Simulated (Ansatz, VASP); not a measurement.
# One calculation of Mo, two programs

```
Mo
1.0
     0.00000    2.10249    2.10249
     2.10249    0.00000    2.10249
     2.10249    2.10249    0.00000
Mo
1
Direct
  0.00000 0.00000 0.00000
```

Alike in both runs: task single point; functional PBE; k mesh 18 × 18 × 18; occupations gaussian, width 0.1 eV; no spin polarisation.

|  | VASP | Ansatz |
| --- | --- | --- |
| version | VASP 6.6.1 | Ansatz 0.2.0 |
| potentials or method | VASP PAW PBE potentials, release 64 (Mo_sv), cutoff 520 eV | scalar-relativistic, plane waves, PAW |
| valence electrons in the cell | 14 | 14 |

```csv
,VASP,Ansatz,Ansatz less VASP
gap on the k mesh at the Fermi level (eV),none,none,-
pressure (GPa),-25.8,-26.0,-0.24
```

A gap of «none» marks a metal or a gap that the smearing closes. With one functional, cell and mesh, what is left measures potentials, basis and numerics.
